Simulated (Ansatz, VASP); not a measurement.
# HfB: VASP beside Ansatz

Contents of INCAR:

```
PREC = Accurate ; ENCUT = 520
EDIFF = 1E-6 ; ISMEAR = 0
SIGMA = 0.1 ; LREAL = F
LASPH = T ; NELM = 100
ALGO = Normal ; ISIF = 2
LWAVE = F ; LCHARG = T
GGA = PS ; LELF = T
LVHAR = T ; NBANDS = 14
```

The input KPOINTS:

```
regular mesh
0
Gamma
  10 10 10
```

File POSCAR:

```
HfB
1.0
    0.0000000000      2.3100000000      2.3100000000
    2.3100000000      0.0000000000      2.3100000000
    2.3100000000      2.3100000000      0.0000000000
Hf B
1 1
Direct
    0.5000000000      0.5000000000      0.5000000000
    0.0000000000      0.0000000000      0.0000000000
```

File input.yaml:

```yaml
crystal:
  lattice:
    - [0.0, 2.31, 2.31]
    - [2.31, 0.0, 2.31]
    - [2.31, 2.31, 0.0]
  atoms:
    - { symbol: Hf, position: [0.5, 0.5, 0.5] }
    - { symbol: B, position: [0.0, 0.0, 0.0] }
kpoints:
  mp_grid: { grid: [10, 10, 10] }
scf:
  occupations: { method: gaussian, width: 0.1 }
hamiltonian:
  xc: pbesol
  pseudopotentials: { kind: all_electron, lapw: { basis_error: 0.001 } }
output:
  forces: true
  stress: true
  eigenvalues: true
```

Alike in both runs: task single point; functional PBEsol; k mesh 10 × 10 × 10; occupations gaussian, width 0.1 eV; no spin polarisation.

|  | VASP | Ansatz |
| --- | --- | --- |
| version | VASP 6.6.1 | Ansatz 0.2.0 |
| potentials or method | VASP PAW PBE potentials, release 64 (Hf_pv, B), cutoff 520 eV | all-electron LAPW, scalar-relativistic |

Ansatz gave:

```
gap on the k mesh at the Fermi level (eV) : none
pressure (GPa)                            : 23.2
```

**Question.** Estimate VASP's values.

**Answer.** gap on the k mesh at the Fermi level (eV): none; pressure (GPa): 24.3.

VASP's potentials were made for PBE, not for PBEsol. A gap of «none» marks a metal or a gap that the smearing closes. Ansatz ran all-electron here, and VASP with PAW potentials.

Spin-orbit coupling is off throughout.
